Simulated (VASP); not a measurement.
**YIn: single point with LDA**

YIn:

```
Y In
1.0
     3.54244    0.00000    0.00000
     0.00000    3.54244    0.00000
     0.00000    0.00000    4.19496
Y In
1 1
Direct
  0.00000 0.00000 0.00000
  0.50000 0.50000 0.50000
```

- Program: VASP 6.6.1
- Task: single point
- Functional: LDA
- Potentials or basis: VASP PAW LDA potentials, release 64 (Y_sv, In_d)
- Cutoff: 520 eV
- k mesh: 11 × 11 × 9
- Occupations: fermi-dirac, width 0.03 eV
- Spin: collinear spin
- Starting moments: [0.05, 0.0] μB
- Fixed moment: 0.05 μB
- Dipole correction: no
- Further INCAR settings: ALGO = Normal; EDIFF = 1e-06; NBANDS = 23

The pressure is -4.2 GPa. The net moment is 0.05 μB per cell and the site moments are Y +0.03; In +0.00 μB. The valence electrons inside the program's atomic spheres are Y 9.51; In 11.51.

It took 74 s on 1 thread of Intel(R) Xeon(R) 6975P-C (Granite Rapids), on a shared host, peak memory 0.32 GiB.

Caveat: the cell stands under tension; the total moment is fixed, so each spin has its own Fermi level.
